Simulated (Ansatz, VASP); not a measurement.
## One calculation of WSe2, two programs

```xyz
6
Lattice="3.4102 0.0000 0.0000 -1.7051 2.9533 0.0000 0.0000 0.0000 12.7886" Properties=species:S:1:pos:R:3 pbc="T T T"
W     0.0000    1.9689    3.1972
W     1.7051    0.9844    9.5915
Se    0.0000    1.9689    7.9071
Se    1.7051    0.9844    1.5128
Se    0.0000    1.9689   11.2758
Se    1.7051    0.9844    4.8815
```

Change from the starting cell: strain +0.0400 x Voigt [1, 1, 0, 0, 0, 0], atoms carried along.

Alike in both runs: task single point; functional PBE; dispersion D3(BJ); k mesh 12 × 12 × 2; occupations gaussian, width 0.05 eV; no spin polarisation.

|  | VASP | Ansatz |
| --- | --- | --- |
| version | VASP 6.6.1 | Ansatz 0.2.0 |
| potentials or method | VASP PAW PBE potentials, release 64 (W_sv, Se), cutoff 520 eV | scalar-relativistic, plane waves, PAW |
| valence electrons in the cell | 52 | 92 |

|  | VASP | Ansatz | Ansatz less VASP |
| --- | --- | --- | --- |
| gap on the k mesh at the Fermi level (eV) | 0.88 | 0.89 | +0.004 |
| least direct gap on the mesh (eV) | 1.21 | 1.21 | +0.002 |
| pressure (GPa) | -8.6 | -8.8 | -0.22 |
| traceless stress, the component that is largest in VASP (GPa) | 2.54 | 2.48 | -0.056 |
| rms of the force components (eV/Å) | 0.332 | 0.348 | +0.0166 |

Atom by atom the forces differ by 0.017 eV/Å (rms over components). VASP's potentials hold 52 valence electrons a cell and Ansatz's 92, so a difference there can come from the potentials and not from the codes.

Neither program's run includes spin-orbit coupling.
